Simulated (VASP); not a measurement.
Here is a VASP 6.6.1 calculation.

File POSCAR:

```
GaN
1.0
    3.2115377864      0.0000000000      0.0000000000
   -1.6057688932      2.7812733083      0.0000000000
    0.0000000000      0.0000000000     10.3568400000
Ga N
4 4
Direct
    0.0000000000      0.0000000000      0.7858680000
    0.6666666667      0.3333333333      0.0373490000
    0.3333333333      0.6666666667      0.5373490000
    0.0000000000      0.0000000000      0.2858680000
    0.0000000000      0.0000000000      0.0930380000
    0.6666666667      0.3333333333      0.3437450000
    0.0000000000      0.0000000000      0.5930380000
    0.3333333333      0.6666666667      0.8437450000
```

Contents of INCAR.step1:

```
SYSTEM = GaN
PREC = Accurate ; ENCUT = 500
EDIFF = 1E-8 ; ISMEAR = 0
SIGMA = 0.01 ; LREAL = .False.
LASPH = .True. ; NELM = 80
ALGO = Normal ; LWAVE = .True.
LCHARG = .False. ; GGA = PE
```

Contents of INCAR.step2:

```
SYSTEM = GaN
PREC = Accurate ; ENCUT = 500
EDIFF = 1E-8 ; ISMEAR = 0
SIGMA = 0.01 ; LREAL = .False.
LASPH = .True. ; NELM = 1
ALGO = Exact ; LWAVE = .True.
LCHARG = .False. ; GGA = PE
NBANDS = 246 ; LOPTICS = .True.
ISTART = 1
```

INCAR.step3

```
SYSTEM = GaN
PREC = Accurate ; ENCUT = 500
EDIFF = 1E-8 ; ISMEAR = 0
SIGMA = 0.01 ; LREAL = .False.
LASPH = .True. ; ALGO = EVGW0
LWAVE = .False. ; LCHARG = .False.
GGA = PE ; NELMGW = 1
NBANDS = 246 ; ENCUTGW = 100.0
NOMEGA = 96 ; PRECFOCK = Fast
ISTART = 1 ; NBANDSGW = 44
OMEGAMAX = 20
```

The input KPOINTS:

```
Automatic mesh
0
Gamma
  6 6 2
  0 0 0
```

Potentials or basis: VASP PAW PBE potentials, release 64 (Ga_d_GW, N_GW).

Command:

```sh
$ cat potpaw_PBE.64/Ga_d_GW/POTCAR potpaw_PBE.64/N_GW/POTCAR > POTCAR
$ cp INCAR.step1 INCAR
$ mpirun -np 1 vasp_std > vasp.out
$ cp INCAR.step2 INCAR
$ mpirun -np 1 vasp_std > vasp.out
$ cp INCAR.step3 INCAR
$ mpirun -np 1 vasp_std > vasp.out
```

Q: Predict the quasiparticle gap.

A: 1.55 eV.

Q: Estimate the least direct quasiparticle gap.

A: 1.55 eV.

Q: Estimate the band gap of the starting levels on the mesh.

A: 0.82 eV.

Caveat: the k points lie up to 0.38 Å⁻¹ apart; bands, screening cutoff and mesh are small and nothing is extrapolated, so the quasiparticle values aren't converged.
